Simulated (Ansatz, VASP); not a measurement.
One calculation of Sb, two programs

The input INCAR:

```
SYSTEM = Sb
  ALGO = Normal
  EDIFF = 1E-6
  EDIFFG = -0.005
  ENCUT = 600
  GGA = PE
  IBRION = 2
  ISIF = 3
  ISMEAR = -1
  LASPH = .True.
  LCHARG = .False.
  LREAL = .False.
  LWAVE = .False.
  NELM = 60
  NSW = 45
  PREC = Accurate
  SIGMA = 0.05
```

KPOINTS

```
k-points
0
Gamma
  13 13 13
  0 0 0
```

POSCAR

```
Sb
1.0
    3.1072664683      0.0000000000      0.0000000000
    0.0000000000      3.1072664683      0.0000000000
    0.0000000000      0.0000000000      3.1072664683
Sb
1
Direct
    0.0000000000      0.0000000000      0.0000000000
```

Input for Ansatz:

```yaml
crystal:
  lattice:
    - [3.1072664683, 0.0, 0.0]
    - [0.0, 3.1072664683, 0.0]
    - [0.0, 0.0, 3.1072664683]
  atoms:
    - { symbol: Sb, position: [0.0, 0.0, 0.0] }
kpoints:
  mp_grid: { grid: [13, 13, 13] }
scf:
  occupations: { method: fermi_dirac, width: 0.05 }
hamiltonian:
  xc: pbe
  pseudopotentials:
    kind: all_electron
    lapw: { basis_error: 0.0005 }
    relativity: none
output:
  forces: true
  stress: true
  eigenvalues: true
  populations: true
relax:
  f_tol: 0.005
  max_steps: 25
  cell: {}
```

Alike in both runs: task relaxation of cell and atoms; functional PBE; k mesh 13 × 13 × 13; occupations fermi-dirac, width 0.05 eV; no spin polarisation.

|  | VASP | Ansatz |
| --- | --- | --- |
| version | VASP 6.6.1 | Ansatz 0.2.0 |
| potentials or method | VASP PAW PBE potentials, release 64 (Sb), cutoff 600 eV | all-electron LAPW, non-relativistic |

|  | VASP | Ansatz | Ansatz less VASP |
| --- | --- | --- | --- |
| relaxed volume (Å³/atom) | 29.98 | 30.10 | +0.119 |
| relaxed cell length with the largest relative difference (Å) | 3.107 | 3.111 | +0.0041 |

Ansatz ran all-electron here, and VASP with PAW potentials.

Neither program's run includes spin-orbit coupling.
